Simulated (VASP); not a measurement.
Set up this calculation in VASP 6.6.1, as the native input.

```yaml
Task: single point
Functional: PBE
Potentials_or_basis: VASP PAW PBE potentials, release 64 (B, N)
Cutoff: 520 eV
k_mesh: 13 × 13 × 13
Occupations: fermi-dirac, width 0.03 eV
Spin: no spin polarisation
Dipole_correction: no
Further_INCAR_settings: ALGO = Normal; EDIFF = 1e-07; NBANDS = 11
```

The structure of BN lies in POSCAR:

```
BN
1.0
    0.0000000000      1.8075000000      1.8075000000
    1.8075000000      0.0000000000      1.8075000000
    1.8075000000      1.8075000000      0.0000000000
B N
1 1
Direct
    0.0000000000      0.0000000000      0.0000000000
    0.7417012448      0.7582987552      0.7582987552
```

This cell differs from its parent crystal: atom 2 (N) moved by [0.03, 0.0, 0.0] A.

The input as run:

INCAR

```
SYSTEM = BN
PREC = Accurate
ENCUT = 520
EDIFF = 1E-7
ISMEAR = -1
SIGMA = 0.03
LREAL = .FALSE.
LASPH = .TRUE.
NELM = 80
ALGO = Normal
ISIF = 2
LWAVE = .FALSE.
LCHARG = .TRUE.
GGA = PE
LELF = .TRUE.
LVHAR = .TRUE.
NBANDS = 11
```

KPOINTS

```
Automatic mesh
0
G
  13 13 13
  0 0 0
```

Potentials or basis: VASP PAW PBE potentials, release 64 (B, N).

Launch:

```console
$ cat potpaw_PBE.64/B/POTCAR potpaw_PBE.64/N/POTCAR > POTCAR
$ mpirun -np 1 vasp_std > vasp.out
```

It gave:

```
Pressure               : 3.6 GPa
Largest force          : 0.726 eV/Å
Band gap on the k mesh : 4.26 eV, indirect (least direct gap 8.36 eV)
```

Caveat: the cell differs from its parent crystal (atom 2 (N) moved by [0.03, 0.0, 0.0] A).

Run time: 35 s on 1 thread of Intel(R) Xeon(R) Platinum 8259CL CPU @ 2.50GHz (Skylake/Cascade Lake), with other jobs on the host, peak memory 0.15 GiB.
